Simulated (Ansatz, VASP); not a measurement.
**Si in VASP and in Ansatz**

INCAR

```
ALGO = Normal
EDIFF = 1E-6
ENCUT = 520
GGA = PE
ISIF = 2
ISMEAR = 0
IVDW = 12
LASPH = True
LCHARG = False
LREAL = False
LWAVE = False
NBANDS = 8
NELM = 60
PREC = Accurate
SIGMA = 0.15
```

KPOINTS

```
k-points
0
Gamma
  28 28 28
```

POSCAR

```
Si
1.0
    0.0000000000      1.7104683992      1.9005204435
    1.9005204435      0.0000000000      1.9005204435
    1.9005204435      1.7104683992      0.0000000000
Si
1
Direct
    0.0000000000      0.0000000000      0.0000000000
```

Input for Ansatz:

```yaml
crystal:
  lattice:
    - [0.0, 1.7104683992, 1.9005204435]
    - [1.9005204435, 0.0, 1.9005204435]
    - [1.9005204435, 1.7104683992, 0.0]
  atoms:
    - { symbol: Si, position: [0.0, 0.0, 0.0] }
basis:
  ecutwfc: 420
kpoints:
  mp_grid: { grid: [28, 28, 28] }
hamiltonian:
  xc: pbe
  dispersion: d3bj
scf:
  occupations: { method: gaussian, width: 0.15 }
output:
  forces: true
  stress: true
  eigenvalues: true
```

Change from the starting cell: strain -0.1000 x Voigt [0, 1, 0, 0, 0, 0], atoms carried along.

Alike in both runs: task single point; functional PBE; dispersion D3(BJ); k mesh 28 × 28 × 28; occupations gaussian, width 0.15 eV; no spin polarisation.

|  | VASP | Ansatz |
| --- | --- | --- |
| version | VASP 6.6.1 | Ansatz 0.2.0 |
| potentials or method | VASP PAW PBE potentials, release 64 (Si), cutoff 520 eV | scalar-relativistic, plane waves, PAW |
| valence electrons in the cell | 4 | 4 |

```csv
,VASP,Ansatz,Ansatz less VASP
gap on the k mesh at the Fermi level (eV),none,none,-
pressure (GPa),12.2,12.3,+0.10
"traceless stress, the component that is largest in VASP (GPa)",0.19,0.20,+0.011
```

A gap of «none» marks a metal or a gap that the smearing closes.
